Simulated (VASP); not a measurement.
# TiSi2 (Cmcm) in VASP: notebook

TiSi2 is run at these levels: PBE; tasks: single point.

Program: VASP 6.6.1. These are calculated values, not measurements. Logs are shortened: lines on timing, memory, paths and dates and some standing lists are left out, and cuts for length are marked.

### Step 1. The cell of the first run

It takes space group Cmcm (No. 63, orthorhombic). Conventional cell: a = 3.705 Å, b = 13.427 Å, c = 3.738 Å, α = 90.00°, β = 90.00°, γ = 90.00°. Within 3.8 Å of Ti (site symmetry m2m) lie 10 Si at 2.70 to 2.86 Å and 6 Ti at 3.34 to 3.74 Å. Within 3.2 Å of Si (site symmetry m2m) lie 6 Si at 2.45 to 3.17 Å and 6 Ti at 2.70 to 2.86 Å. Within 3.5 Å of Si (site symmetry m2m) lie 8 Si at 2.63 to 3.17 Å and 4 Ti at 2.71 Å.

### Step 2. Single point, PBE (15.50 Å³/atom)

INCAR reads:

```
ALGO = Normal
EDIFF = 1E-6
ENCUT = 520
GGA = PE
ISIF = 2
ISMEAR = 0
LASPH = True
LCHARG = False
LREAL = False
LWAVE = False
NBANDS = 29
NELM = 60
PREC = Accurate
SIGMA = 0.15
```

KPOINTS reads:

```
k-points
0
Gamma
  12 12 12
```

POSCAR reads:

```
TiSi2
1.0
    1.8524349366     -6.7136751578      0.0000000000
    1.8524349366      6.7136751578      0.0000000000
    0.0000000000      0.0000000000      3.7379851808
Ti Si
2 4
Direct
    0.8968075258      0.1031924742      0.7500000000
    0.1031924742      0.8968075258      0.2500000000
    0.5591373591      0.4408626409      0.7500000000
    0.4408626409      0.5591373591      0.2500000000
    0.2498287182      0.7501712818      0.7500000000
    0.7501712818      0.2498287182      0.2500000000
```

Potentials or basis: VASP PAW PBE potentials, release 64 (Ti_sv, Si).

The run is started by

```console
> cat potpaw_PBE.64/Ti_sv/POTCAR potpaw_PBE.64/Si/POTCAR > POTCAR
> mpirun -np 1 vasp_std > vasp.out
```

OUTCAR:

```text
EDIFF = 1E-6
   ENCUT = 520
   GGA = PE
   ISIF = 2
   ISMEAR = 0
   LASPH = True
   LREAL = False
   NELM = 60
   PREC = Accurate

 ion  position               nearest neighbor table
   1  0.897  0.103  0.750-   4 2.70   4 2.70   4 2.70   4 2.70   5 2.71   5 2.71   6 2.71   6 2.71
                             3 2.86   3 2.86
   2  0.103  0.897  0.250-   3 2.70   3 2.70   3 2.70   3 2.70   6 2.71   6 2.71   5 2.71   5 2.71
                             4 2.86   4 2.86
   3  0.559  0.441  0.750-   4 2.45   4 2.45   2 2.70   2 2.70   2 2.70   2 2.70   1 2.86   1 2.86

   4  0.441  0.559  0.250-   3 2.45   3 2.45   1 2.70   1 2.70   1 2.70   1 2.70   2 2.86   2 2.86

   5  0.250  0.750  0.750-   6 2.63   6 2.63   6 2.63   6 2.63   1 2.71   1 2.71   2 2.71   2 2.71

   6  0.750  0.250  0.250-   5 2.63   5 2.63   5 2.63   5 2.63   2 2.71   2 2.71   1 2.71   1 2.71

  LATTYP: Found a base centered orthorhombic cell.
 ALAT       =     3.7048698732
 B/A-ratio  =     3.6242434350
 C/A-ratio  =     1.0089383187

  Lattice vectors:

 A1 = (   1.8524349366,  -6.7136751578,   0.0000000000)
 A2 = (   1.8524349366,   6.7136751578,   0.0000000000)
 A3 = (   0.0000000000,   0.0000000000,   3.7379851808)

Analysis of symmetry for initial positions (statically):
=====================================================================
 Subroutine PRICEL returns:
 Original cell was already a primitive cell.

 Routine SETGRP: Setting up the symmetry group for a
 base centered orthorhombic supercell.

 Subroutine GETGRP returns: Found  8 space group operations
 (whereof  4 operations were pure point group operations)
 out of a pool of  8 trial point group operations.

The static configuration has the point symmetry C_2h.
 The point group associated with its full space group is D_2h.

Analysis of symmetry for dynamics (positions and initial velocities):
=====================================================================
 Subroutine PRICEL returns:
 Original cell was already a primitive cell.

 Routine SETGRP: Setting up the symmetry group for a
 base centered orthorhombic supercell.

 Subroutine GETGRP returns: Found  8 space group operations
 (whereof  4 operations were pure point group operations)
 out of a pool of  8 trial point group operations.

The dynamic configuration has the point symmetry C_2h.
 The point group associated with its full space group is D_2h.

 Subroutine INISYM returns: Found  8 space group operations
 (whereof  4 operations are pure point group operations),
 and found     1 'primitive' translations

----------------------------------------------------------------------------------------

                                     Primitive cell

  volume of cell :      92.9760

  direct lattice vectors                    reciprocal lattice vectors
     1.852434937 -6.713675158  0.000000000     0.269915013 -0.074474857  0.000000000
     1.852434937  6.713675158  0.000000000     0.269915013  0.074474857  0.000000000
     0.000000000  0.000000000  3.737985181     0.000000000  0.000000000  0.267523800

  length of vectors
     6.964549470  6.964549470  3.737985181     0.280001105  0.280001105  0.267523800

  position of ions in fractional coordinates (direct lattice)
     0.896807526  0.103192474  0.750000000
     0.103192474  0.896807526  0.250000000
     0.559137359  0.440862641  0.750000000
     0.440862641  0.559137359  0.250000000
     0.249828718  0.750171282  0.750000000
     0.750171282  0.249828718  0.250000000

  ion indices of the primitive-cell ions
   primitive index   ion index
                 1           1
                 2           2
                 3           3
                 4           4
                 5           5
                 6           6

----------------------------------------------------------------------------------------

 KPOINTS: k-points

Automatic generation of k-mesh.
 Grid dimensions read from file:
 generate k-points for:   12   12   12

 Generating k-lattice:

  Cartesian coordinates                     Fractional coordinates (reciprocal lattice)
     0.022492918 -0.006206238  0.000000000     0.083333333  0.000000000  0.000000000
     0.022492918  0.006206238  0.000000000     0.000000000  0.083333333  0.000000000
     0.000000000  0.000000000  0.022293650     0.000000000  0.000000000  0.083333333

  Length of vectors
     0.023333425  0.023333425  0.022293650

  Shift w.r.t. Gamma in fractional coordinates (k-lattice)
     0.000000000  0.000000000  0.000000000

 Subroutine IBZKPT returns following result:
 ===========================================

 Found    301 irreducible k-points:

 Following reciprocal coordinates:
            Coordinates               Weight
  0.000000  0.000000  0.000000      1.000000
  0.083333 -0.000000  0.000000      4.000000
  0.166667 -0.000000  0.000000      4.000000
  0.250000 -0.000000  0.000000      4.000000
  0.333333 -0.000000  0.000000      4.000000
  0.416667 -0.000000  0.000000      4.000000
[... 16 lines left out ...]
  0.500000  0.166667  0.000000      4.000000
 -0.416667  0.166667  0.000000      4.000000
 [... further k-points ...]
   k-points           NKPTS =    301   k-points in BZ     NKDIM =    301   number of bands    NBANDS=     29
   number of dos      NEDOS =    301   number of ions     NIONS =      6
   total plane-waves  NPLWV =  81648
   dimension x,y,z NGX =    54 NGY =   54 NGZ =   28
   dimension x,y,z NGXF=   108 NGYF=  108 NGZF=   56
   ions per type =               2   4
   NGX,Y,Z   is equivalent  to a cutoff of  12.89, 12.89, 12.45 a.u.
   NGXF,Y,Z  is equivalent  to a cutoff of  25.78, 25.78, 24.91 a.u.
 SYSTEM =  unknown system
   PREC   = accura    normal or accurate (medium, high low for compatibility)
   ISTART =      0    job   : 0-new  1-cont  2-samecut
   ICHARG =      2    charge: 1-file 2-atom 10-const
   ISPIN  =      1    spin polarized calculation?
   LNONCOLLINEAR =      F non collinear calculations
   LSORBIT =      F    spin-orbit coupling
   LASPH  =      T    aspherical Exc in radial PAW
   ENCUT  =  520.0 eV  38.22 Ry    6.18 a.u.  12.95 12.95  6.95*2*pi/ulx,y,z
   NELM   =     60;   NELMIN=  2; NELMDL= -5     # of ELM steps
   EDIFF  = 0.1E-05   stopping-criterion for ELM
   LREAL  =      F    real-space projection
   EDIFFG = 0.1E-04   stopping-criterion for IOM
   NSW    =      0    number of steps for IOM
   IBRION =     -1    ionic relax: 0-MD 1-quasi-New 2-CG
   NFREE  =      0    steps in history (QN), initial steepest desc. (CG)
   ISIF   =      2    stress and relaxation
   ISYM   =      2    0-nonsym 1-usesym 2-fastsym
   POTIM  = 0.5000    time-step for ionic-motion
   TEBEG  =    0.0;   TEEND  =   0.0 temperature during run
   PSTRESS=    0.0 pullay stress
   NELECT =      40.0000    total number of electrons
   NUPDOWN=      -1.0000    fix difference up-down
   EMIN   =  10.00;   EMAX   =-10.00  energy-range for DOS
   EFERMI =   0.00;   METHOD = LEGACY
   ISMEAR =     0;   SIGMA  =   0.15  broadening in eV -4-tet -1-fermi 0-gaus
   EFERMI_NEDOS =   21; number of points for ismear=-14 and -15
   IALGO  =     38    algorithm
   IMIX   =      4    mixing-type and parameters
     AMIX     =   0.40;   BMIX     =  1.00
     AMIX_MAG =   1.60;   BMIX_MAG =  1.00
  volume/ion in A,a.u.               =      15.50       104.57
  Fermi-wavevector in a.u.,A,eV,Ry     =   1.235865  2.335447 20.781042  1.527364
  Thomas-Fermi vector in A             =   2.370497
   LORBIT       =      0    0 simple, 1 ext, 2 COOP (PROOUT), +10 PAW based schemes
   GGA     = PE    functional components
   LHFCALC =     F    Hartree Fock is set to
   AEXX    =    0.0000 exact exchange contribution
   IVDW    =     0    specifies the selected vdW correction
   LEPSILON=     F    determine dielectric tensor
   LRPA    =     F    only Hartree local field effects (RPA)
 non-spin polarized calculation
 Gauss-broadening in eV      SIGMA  =   0.15
  energy-cutoff  :      520.00
  volume of cell :       92.98
 maximum number of plane-waves:      2530
 NGX is ok and might be reduce to    54
   NGX = 25   NGY = 25   NGZ = 13

 number of electron      40.0000001 magnetization

 Free energy of the ion-electron system (eV)
  ---------------------------------------------------
  ext. energy  EPLUGINS =         0.00000000
  ---------------------------------------------------
  free energy    TOTEN  =       -40.42077125 eV

  energy without entropy =      -40.39818456  energy(sigma->0) =      -40.40947791

 E-fermi :   9.4473     XC(G=0): -11.2545

 val. band max:        9.4454572625   @ k =  -0.3333   0.3333   0.0833
 cond. band min:       9.4500314505   @ k =   0.4167   0.4167   0.1667
 fundamental gap:      0.0045741881
 Fermi energy:         9.4472951771

 k-point     1 :       0.0000    0.0000    0.0000
  band No.  band energies     occupation
      1     -47.5677      2.00000
      2     -47.5600      2.00000
      3     -23.8709      2.00000
      4     -23.8704      2.00000
      5     -23.8602      2.00000
      6     -23.8521      2.00000
[... 21 lines left out ...]
     28      12.2058      0.00000
     29      12.2766      0.00000

 k-point     2 :       0.0833   -0.0000    0.0000
  band No.  band energies     occupation
      1     -47.5676      2.00000
      2     -47.5599      2.00000
      3     -23.8738      2.00000
      4     -23.8701      2.00000
      5     -23.8627      2.00000
      6     -23.8515      2.00000
[... 21 lines left out ...]
     28      12.2334      0.00000
     29      12.2636      0.00000

 k-point     3 :       0.1667   -0.0000    0.0000
  band No.  band energies     occupation
      1     -47.5672      2.00000
      2     -47.5595      2.00000
      3     -23.8816      2.00000
      4     -23.8697      2.00000
      5     -23.8694      2.00000
      6     -23.8500      2.00000
[... 21 lines left out ...]
     28      12.1878      0.00000
     29      12.6657      0.00000

 k-point     4 :       0.2500   -0.0000    0.0000
  band No.  band energies     occupation
      1     -47.5666      2.00000
      2     -47.5590      2.00000
      3     -23.8923      2.00000
      4     -23.8793      2.00000
      5     -23.8683      2.00000
      6     -23.8480      2.00000
[... 21 lines left out ...]
     28      12.1537      0.00000
     29      13.2911      0.00000

 k-point     5 :       0.3333   -0.0000    0.0000
  band No.  band energies     occupation
      1     -47.5661      2.00000
      2     -47.5586      2.00000
      3     -23.9030      2.00000
      4     -23.8888      2.00000
      5     -23.8673      2.00000
      6     -23.8460      2.00000
[... 21 lines left out ...]
     28      12.0365      0.00000
     29      13.1481      0.00000
[... 510 lines left out ...]
     28      12.2365      0.00000
     29      12.6911      0.00000

 k-point    22 :       0.4167    0.1667    0.0000
  band No.  band energies     occupation
      1     -47.5657      2.00000
      2     -47.5582      2.00000
      3     -23.9108      2.00000
      4     -23.8958      2.00000
      5     -23.8665      2.00000
      6     -23.8440      2.00000
[... 21 lines left out ...]
     28      12.3800      0.00000
     29      12.7763      0.00000

 k-point    23 :       0.5000    0.1667    0.0000
  band No.  band energies     occupation
      1     -47.5660      2.00000
      2     -47.5586      2.00000
      3     -23.9031      2.00000
      4     -23.8887      2.00000
      5     -23.8672      2.00000
      6     -23.8449      2.00000
[... 21 lines left out ...]
     28      12.2369      0.00000
     29      12.7110      0.00000

 k-point    24 :      -0.4167    0.1667    0.0000
  band No.  band energies     occupation
      1     -47.5666      2.00000
      2     -47.5591      2.00000
      3     -23.8925      2.00000
      4     -23.8792      2.00000
      5     -23.8682      2.00000
      6     -23.8465      2.00000
[... 21 lines left out ...]
     28      12.1052      0.00000
     29      13.0604      0.00000

 [... further k-points ...]

------------------------ aborting loop because EDIFF is reached ----------------------------------------

  FORCE on cell =-STRESS in cart. coord.  units (eV):
  Direction    XX          YY          ZZ          XY          YZ          ZX
  --------------------------------------------------------------------------------------
  -------------------------------------------------------------------------------------
  Total       -7.2267891     -1.3662086     -7.9192813      0.0000000      0.0000000      0.0000000
  in kB     -124.5331884    -23.5427258   -136.4663245      0.0000000      0.0000000      0.0000000
  external PRESSURE =     -94.8474129 kB  Pullay stress =       0.0000000 kB

 VOLUME and BASIS-vectors are now :
 -----------------------------------------------------------------------------
  energy-cutoff  :      520.00
  volume of cell :       92.98
      direct lattice vectors                 reciprocal lattice vectors
     1.852434937 -6.713675158  0.000000000     0.269915013 -0.074474857  0.000000000
     1.852434937  6.713675158  0.000000000     0.269915013  0.074474857  0.000000000
     0.000000000  0.000000000  3.737985181     0.000000000  0.000000000  0.267523800

 POSITION                                       TOTAL-FORCE (eV/Angst)
 -----------------------------------------------------------------------------------
      1.85243     -5.32807      2.80349         0.000000     -0.153449      0.000000
      1.85243      5.32807      0.93450         0.000000      0.153449     -0.000000
      1.85243     -0.79406      2.80349         0.000000     -0.005777     -0.000000
      1.85243      0.79406      0.93450         0.000000      0.005777     -0.000000
      1.85243      3.35914      2.80349         0.000000      0.015806     -0.000000
      1.85243     -3.35914      0.93450         0.000000     -0.015806     -0.000000
 -----------------------------------------------------------------------------------
    total drift:                               -0.000000     -0.000000      0.000000

  FREE ENERGIE OF THE ION-ELECTRON SYSTEM (eV)
  ---------------------------------------------------
  free  energy   TOTEN  =       -40.4207712471 eV

  energy  without entropy=      -40.3981845648  energy(sigma->0) =      -40.40947791
```

It took 17 min on 1 thread of Intel Xeon Platinum 8488C (Sapphire Rapids), shared host; peak memory 0.75 GiB.

What came out:

```yaml
Free_energy: -40.4208 eV
Pressure: -9.5 GPa
Largest_force: 0.153 eV/Å
Band_gap_on_the_k_mesh: zero (bands 20 and 21 overlap by 0.87 eV)
```

Forces on the atoms (eV/Å):
```
Ti   0.000 -0.153  0.000
Ti   0.000  0.153  0.000
Si   0.000 -0.006  0.000
Si   0.000  0.006  0.000
Si   0.000  0.016  0.000
Si   0.000 -0.016  0.000
```

Caveat: the cell stands under tension.

### Step 3. Single point, PBE (14.06 Å³/atom)

This run uses another cell than the first one, of 14.06 Å³/atom.

INCAR reads:

```
PREC = Accurate
ENCUT = 520
EDIFF = 1E-6
ISMEAR = 0
SIGMA = 0.15
LREAL = F
LASPH = T
NELM = 60
ALGO = Normal
ISIF = 2
LWAVE = F
LCHARG = F
GGA = PE
NBANDS = 29
```

KPOINTS reads:

```
Automatic mesh
0
Gamma
  12 12 12
```

POSCAR reads:

```
TiSi2
1.0
    1.7500461545     -6.8256473316      0.0000000000
    1.7500461545      6.8256473316      0.0000000000
    0.0000000000      0.0000000000      3.5313772511
Ti Si
2 4
Direct
    0.8968075259      0.1031924741      0.7500000000
    0.1031924741      0.8968075259      0.2500000000
    0.5591373592      0.4408626408      0.7500000000
    0.4408626408      0.5591373592      0.2500000000
    0.2498287182      0.7501712818      0.7500000000
    0.7501712818      0.2498287182      0.2500000000
```

Potentials or basis: VASP PAW PBE potentials, release 64 (Ti_sv, Si).

The run is started by

```console
> cat potpaw_PBE.64/Ti_sv/POTCAR potpaw_PBE.64/Si/POTCAR > POTCAR
> mpirun -np 1 vasp_std > vasp.out
```

Wall time 21 min (1 thread of Intel Xeon Platinum 8488C (Sapphire Rapids), shared host); peak memory 0.71 GiB.

The run converged. Its results:

| Quantity | Value |
| --- | --- |
| Free energy | -40.7212 eV |
| Pressure | 3.4 GPa |
| Largest force | 0.102 eV/Å |
| Band gap on the k mesh | zero (bands 20 and 21 overlap by 1.02 eV) |

Forces on the atoms (eV/Å):
```
Ti   0.000  0.102  0.000
Ti   0.000 -0.102  0.000
Si   0.000  0.047  0.000
Si   0.000 -0.047  0.000
Si   0.000  0.005  0.000
Si   0.000 -0.005  0.000
```

Stress tensor (GPa, compression positive):
```
4.83 0.00 0.00
0.00 0.05 0.00
0.00 0.00 5.29
```

Levels at points of the mesh, in eV from the Fermi level:
| k point | band 18 | band 19 | band 20 | band 21 | band 22 | band 23 |
| --- | --- | --- | --- | --- | --- | --- |
| (0.00, 0.00, 0.00) | -2.19 | -1.97 | 0.51 | 0.84 | 0.84 | 0.91 |
| (0.50, 0.00, 0.00) | -1.56 | -0.70 | -0.51 | -0.51 | 1.36 | 1.54 |
| (0.50, 0.50, 0.00) | -1.81 | -1.27 | 0.44 | 0.69 | 0.84 | 0.93 |
| (0.00, 0.00, 0.50) | -1.71 | -0.03 | -0.03 | 0.76 | 0.76 | 1.54 |
| (0.50, 0.00, 0.50) | -3.29 | -2.47 | -2.47 | 1.75 | 1.75 | 1.97 |
| (0.50, 0.50, 0.50) | -2.00 | -0.81 | -0.81 | 0.48 | 0.48 | 1.75 |

Caveat: the cell stands under pressure.

(Part 1 of 2 ends here.)
